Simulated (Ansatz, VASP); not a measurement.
# Ge: VASP beside Ansatz

```
CELL_PARAMETERS angstrom
4.05816 0.00000 0.00000
-2.02908 3.51447 0.00000
0.00000 0.00000 6.69253
ATOMIC_POSITIONS crystal
Ge 0.69140 0.35144 0.06279
Ge 0.30860 0.64856 0.56279
Ge 0.64193 0.31523 0.43721
Ge 0.35807 0.68477 0.93721
```

Change from the starting cell: mode 4 (53.4 1/cm) frozen in, largest displacement +0.090 Å.

Alike in both runs: task single point; functional PBE; k mesh 12 × 12 × 8; occupations gaussian, width 0.15 eV; no spin polarisation.

|  | VASP | Ansatz |
| --- | --- | --- |
| version | VASP 6.6.1 | Ansatz 0.2.0 |
| potentials or method | VASP PAW PBE potentials, release 64 (Ge_d), cutoff 520 eV | scalar-relativistic, plane waves, PAW |
| valence electrons in the cell | 56 | 56 |

```tsv
	VASP	Ansatz	Ansatz less VASP
pressure (GPa)	-0.1	-0.1	+0.04
traceless stress, the component that is largest in VASP (GPa)	-0.14	-0.14	-0.001
rms of the force components (eV/Å)	0.044	0.044	0.0000
```

Atom by atom the forces differ by 0.001 eV/Å (rms over components).
